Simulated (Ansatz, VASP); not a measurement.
## Sb in VASP and in Ansatz

```
CELL_PARAMETERS angstrom
3.33202 0.00000 0.00000
-1.66601 2.88561 0.00000
0.00000 0.00000 5.43345
ATOMIC_POSITIONS crystal
Sb 0.66667 0.33333 0.75000
Sb 0.33333 0.66667 0.25000
```

Change from the starting cell: volume scaled by 0.98.

Alike in both runs: task single point; functional LDA; k mesh 9 × 9 × 5; occupations fermi-dirac, width 0.05 eV; no spin polarisation.

|  | VASP | Ansatz |
| --- | --- | --- |
| version | VASP 6.6.1 | Ansatz 0.2.0 |
| potentials or method | VASP PAW LDA potentials, release 64 (Sb), cutoff 520 eV | all-electron LAPW, scalar-relativistic |

|  | VASP | Ansatz | Ansatz less VASP |
| --- | --- | --- | --- |
| gap on the k mesh at the Fermi level (eV) | none | none | - |
| pressure (GPa) | -1.4 | -1.5 | -0.05 |
| traceless stress, the component that is largest in VASP (GPa) | -0.18 | -0.21 | -0.030 |

LDA's correlation is that of Perdew and Zunger in VASP and of Perdew and Wang (1992) in Ansatz. A gap of «none» marks a metal or a gap that the smearing closes. Ansatz ran all-electron here, and VASP with PAW potentials.

Spin-orbit coupling is off throughout.
